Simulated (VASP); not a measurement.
# AlN (P6_3/mmc) in VASP: further runs, part 2 of 2

VASP 6.6.1. The steps go on from the part before.

## (3) Single point, PBEsol

This run uses another cell than the first one, of 9.40 Å³/atom, 0.983 times its volume.

INCAR

```
ALGO = Normal ; EDIFF = 1E-7
ENCUT = 520 ; GGA = PS
ISIF = 2 ; ISMEAR = 0
LASPH = True ; LCHARG = False
LREAL = False ; LWAVE = False
NBANDS = 16 ; NELM = 60
PREC = Accurate ; SIGMA = 0.05
```

KPOINTS

```
k-points
0
Gamma
  9 9 6
```

POSCAR

```
AlN
1.0
    3.2223000000      0.0000000000      0.0000000000
   -1.6111500000      2.7905936586      0.0000000000
    0.0000000000      0.0000000000      4.1826000000
Al N
2 2
Direct
    0.3333333333      0.6666666667      0.7500000000
    0.6666666667      0.3333333333      0.2500000000
    0.3333333333      0.6666666667      0.2500000000
    0.6666666667      0.3333333333      0.7500000000
```

Potentials or basis: VASP PAW PBE potentials, release 64 (Al, N).

Launch:

```sh
> cat potpaw_PBE.64/Al/POTCAR potpaw_PBE.64/N/POTCAR > POTCAR
> mpirun -np 1 vasp_std > vasp.out
```

It took 13 s on 1 thread of Intel Xeon 6975P-C, shared host; peak memory 0.15 GiB.

Results (log left out):

```yaml
Free_energy: -30.8735 eV
Pressure: 10.3 GPa
Band_gap_on_the_k_mesh: 3.55 eV, direct
```

Stress tensor (GPa, compression positive):
```
13.74  0.00  0.00
 0.00 13.74  0.00
 0.00  0.00  3.50
```

Levels at points of the mesh, in eV from the valence-band top:
```tsv
k point	band 5	band 6	band 7	band 8	band 9	band 10	band 11	band 12
(0.00, 0.00, 0.00)	-3.46	-1.87	-1.87	0.00	3.55	4.84	8.51	8.51
(0.00, 0.00, 0.50)	-2.70	-2.70	-2.70	-2.70	5.87	5.87	8.70	8.70
```

Caveat: the PAW data sets were made with another functional, which shifts forces and pressure a little. A k mesh can miss the band edges.

## (4) Single point, PBEsol

This run uses another cell than the first one, of 9.62 Å³/atom, 1.006 times its volume.

INCAR

```
SYSTEM = AlN
  PREC = Accurate
  ENCUT = 520
  EDIFF = 1E-7
  ISMEAR = 0
  SIGMA = 0.05
  LREAL = .False.
  LASPH = .True.
  NELM = 60
  ALGO = Normal
  ISIF = 2
  LWAVE = .False.
  LCHARG = .True.
  GGA = PS
  LELF = .True.
  LVHAR = .True.
  NBANDS = 16
```

KPOINTS

```
regular mesh
0
Gamma
  9 9 6
  0 0 0
```

POSCAR

```
AlN
1.0
    3.3610000000      0.0000000000      0.0000000000
   -1.6805000000      2.9107113821      0.0000000000
    0.0000000000      0.0000000000      3.9342000000
Al N
2 2
Direct
    0.3333333333      0.6666666667      0.7500000000
    0.6666666667      0.3333333333      0.2500000000
    0.3333333333      0.6666666667      0.2500000000
    0.6666666667      0.3333333333      0.7500000000
```

Launch:

```sh
> cat potpaw_PBE.64/Al/POTCAR potpaw_PBE.64/N/POTCAR > POTCAR
> mpirun -np 1 vasp_std > vasp.out
```

Run time: 66 s. Hardware: 1 thread of AMD EPYC 7R13, shared host; peak memory 0.14 GiB.

It converged, with:

* Free energy: -30.8535 eV
* Pressure: 3.7 GPa
* Band gap on the k mesh: 3.63 eV, direct

Stress tensor (GPa, compression positive):
```
-1.91  0.00  0.00
 0.00 -1.91  0.00
 0.00  0.00 14.78
```

Levels at points of the mesh, in eV from the valence-band top:
```tsv
k point	band 4	band 5	band 6	band 7	band 8	band 9	band 10	band 11	band 12	band 13
(0.00, 0.00, 0.00)	-3.30	-3.30	-1.19	-1.19	0.00	3.63	4.73	8.28	8.28	11.87
(0.00, 0.00, 0.50)	-3.55	-2.29	-2.29	-2.29	-2.29	6.03	6.03	8.30	8.30	8.30
```

Caveat: the PAW data sets were made with another functional, which shifts forces and pressure a little. A k mesh can miss the band edges.

## (5) Single point, PBEsol

This run uses another cell than the first one, of 9.75 Å³/atom, 1.020 times its volume.

INCAR

```
SYSTEM = AlN
PREC     = Accurate       ! precision mode
ENCUT    = 520            ! plane-wave cutoff, eV
EDIFF    = 1E-6           ! SCF threshold, eV
ISMEAR   = 0              ! smearing method
SIGMA    = 0.05           ! smearing width, eV
LREAL    = .False.        ! projectors in reciprocal space
LASPH    = .True.         ! aspherical terms in the spheres
NELM     = 60             ! most SCF steps
ALGO     = Normal         ! electronic algorithm
ISIF     = 2              ! what is computed and relaxed
LWAVE    = .False.        ! write WAVECAR
LCHARG   = .True.         ! write CHGCAR
GGA      = PS             ! functional
LELF     = .True.         ! ELF
LVHAR    = .True.       
NBANDS   = 16             ! bands
```

KPOINTS is that of step 4.

POSCAR

```
AlN
1.0
    3.2818000000      0.0000000000      0.0000000000
   -1.6409000000      2.8421221701      0.0000000000
    0.0000000000      0.0000000000      4.1826000000
Al N
2 2
Direct
    0.3333333333      0.6666666667      0.7500000000
    0.6666666667      0.3333333333      0.2500000000
    0.3333333333      0.6666666667      0.2500000000
    0.6666666667      0.3333333333      0.7500000000
```

Launch:

```sh
> cat potpaw_PBE.64/Al/POTCAR potpaw_PBE.64/N/POTCAR > POTCAR
> mpirun -np 1 vasp_std > vasp.out
```

It took 56 s on 1 thread of AMD EPYC 7R13, shared host; peak memory 0.13 GiB.

The run converged. Its results:

| Item | Value |
| --- | --- |
| Free energy | -30.9411 eV |
| Pressure | 0.9 GPa |
| Band gap on the k mesh | 3.31 eV, direct |

Stress tensor (GPa, compression positive):
```
 2.00  0.00  0.00
 0.00  2.00  0.00
 0.00  0.00 -1.41
```

Levels at points of the mesh, in eV from the valence-band top:
```tsv
k point	band 4	band 5	band 6	band 7	band 8	band 9	band 10	band 11	band 12	band 13
(0.00, 0.00, 0.00)	-3.35	-3.35	-1.70	-1.70	0.00	3.31	4.50	8.26	8.26	11.28
(0.00, 0.00, 0.50)	-3.80	-2.56	-2.56	-2.56	-2.56	5.67	5.67	8.44	8.44	8.44
```

Caveat: the PAW data sets were made with another functional, which shifts forces and pressure a little.

## (6) Single point, PBEsol

This run uses another cell than the first one, of 9.79 Å³/atom, 1.024 times its volume.

INCAR

```
  PREC = Accurate
  ENCUT = 520
  EDIFF = 1E-6
  ISMEAR = 0
  SIGMA = 0.05
  LREAL = F
  LASPH = T
  NELM = 80
  ALGO = Normal
  ISIF = 2
  LWAVE = F
  LCHARG = F
  GGA = PS
  NBANDS = 16
```

KPOINTS

```
Automatic mesh
0
Gamma
  9 9 6
```

POSCAR

```
AlN
1.0
    3.3214000000      0.0000000000      0.0000000000
   -1.6607000000      2.8764167761      0.0000000000
    0.0000000000      0.0000000000      4.0998000000
Al N
2 2
Direct
    0.3333333333      0.6666666667      0.7500000000
    0.6666666667      0.3333333333      0.2500000000
    0.3333333333      0.6666666667      0.2500000000
    0.6666666667      0.3333333333      0.7500000000
```

Potentials or basis: VASP PAW PBE potentials, release 64 (Al, N).

Launch:

```sh
> cat potpaw_PBE.64/Al/POTCAR potpaw_PBE.64/N/POTCAR > POTCAR
> mpirun -np 1 vasp_std > vasp.out
```

OUTCAR:

```text
PREC = Accurate
   ENCUT = 520
   EDIFF = 1E-6
   ISMEAR = 0
   LREAL = F
   LASPH = T
   NELM = 80
   ISIF = 2
   GGA = PS

 ion  position               nearest neighbor table
   1  0.333  0.667  0.750-   4 1.92   4 1.92   4 1.92   3 2.05   3 2.05   2 2.81   2 2.81   2 2.81
                             2 2.81   2 2.81   2 2.81
   2  0.667  0.333  0.250-   3 1.92   3 1.92   3 1.92   4 2.05   4 2.05   1 2.81   1 2.81   1 2.81
                             1 2.81   1 2.81   1 2.81
   3  0.333  0.667  0.250-   2 1.92   2 1.92   2 1.92   1 2.05   1 2.05
[... 662 lines left out ...]
  --------------------------------------------------------------------------------------
  -------------------------------------------------------------------------------------
  Total       -0.4602337     -0.4602337      0.3610229      0.0000000      0.0000000     -0.0000000
  in kB      -18.8257969    -18.8257969     14.7675901      0.0000000      0.0000000     -0.0000000
  external PRESSURE =      -7.6280012 kB  Pullay stress =       0.0000000 kB

 VOLUME and BASIS-vectors are now :
 -----------------------------------------------------------------------------
  energy-cutoff  :      520.00
  volume of cell :       39.17
      direct lattice vectors                 reciprocal lattice vectors
     3.321400000  0.000000000  0.000000000     0.301077859  0.173827383  0.000000000
    -1.660700000  2.876416776  0.000000000     0.000000000  0.347654766  0.000000000
     0.000000000  0.000000000  4.099800000     0.000000000  0.000000000  0.243914337

 POSITION                                       TOTAL-FORCE (eV/Angst)
 -----------------------------------------------------------------------------------
     -0.00000      1.91761      3.07485         0.000000      0.000000      0.000000
      1.66070      0.95881      1.02495        -0.000000     -0.000000      0.000000
     -0.00000      1.91761      1.02495         0.000000     -0.000000      0.000000
      1.66070      0.95881      3.07485        -0.000000      0.000000      0.000000
 -----------------------------------------------------------------------------------
    total drift:                               -0.000000      0.000000     -0.000000

  FREE ENERGIE OF THE ION-ELECTRON SYSTEM (eV)
  ---------------------------------------------------
  free  energy   TOTEN  =       -30.9413475938 eV

  energy  without entropy=      -30.9413475938  energy(sigma->0) =      -30.94134759
```

stdout:

```text
POSCAR found type information on POSCAR AlN
 POSCAR found :  2 types and       4 ions
 scaLAPACK will be used
 -----------------------------------------------------------------------------
|                                                                             |
|                                                                             |
|     You enforced a specific xc type in the INCAR file but a different       |
|     I HOPE YOU KNOW WHAT YOU ARE DOING!                                     |
|                                                                             |
 -----------------------------------------------------------------------------

 LDA part: xc-table for (Slater+PW92), standard interpolation
 POSCAR, INCAR and KPOINTS ok, starting setup
 FFT: planning ... GRIDC
 FFT: planning ... GRID_SOFT
 FFT: planning ... GRID
 WAVECAR not read
 entering main loop
```

Run time: 49 s. Hardware: 1 thread of AMD EPYC 7R13, shared host; peak memory 0.14 GiB.

What came out:

```
Free energy            : -30.9413 eV
Pressure               : -0.8 GPa
Band gap on the k mesh : 3.37 eV, direct
```

Levels at points of the mesh, in eV from the valence-band top:
```
           k point  band 5  band 6  band 7  band 8  band 9  band 10  band 11  band 12
(0.00, 0.00, 0.00)   -3.31   -1.50   -1.50    0.00    3.37     4.47     8.18     8.18
(0.00, 0.00, 0.50)   -2.45   -2.45   -2.45   -2.45    5.74     5.74     8.32     8.32
```

Caveat: the PAW data sets were made with another functional, which shifts forces and pressure a little.

## (7) The runs side by side

| cell | gap on the mesh (eV) | pressure (GPa) |
| --- | --- | --- |
| a = 3.203, b = 3.202, c = 4.307 Å, angles 90.0, 90.0, 120.0°, 4 atoms | 3.36 | 8.4 |
| a = 3.222, b = 3.222, c = 4.183 Å, angles 90.0, 90.0, 120.0°, 4 atoms | 3.55 | 10.3 |
| a = 3.361, b = 3.361, c = 3.934 Å, angles 90.0, 90.0, 120.0°, 4 atoms | 3.63 | 3.7 |
| a = 3.282, b = 3.282, c = 4.183 Å, angles 90.0, 90.0, 120.0°, 4 atoms | 3.31 | 0.9 |
| a = 3.321, b = 3.321, c = 4.100 Å, angles 90.0, 90.0, 120.0°, 4 atoms | 3.37 | -0.8 |

Alike in all rows: task single point; level PBEsol; potentials or basis VASP PAW PBE potentials, release 64 (Al, N); no spin polarisation; k mesh 9 × 9 × 6; cutoff (eV) 520; smearing gaussian 0.05 eV.

Caveats: the PAW data sets were made with another functional, which shifts forces and pressure a little.

Total energies depend on the potentials used, so only differences within one code and one set of settings carry meaning.
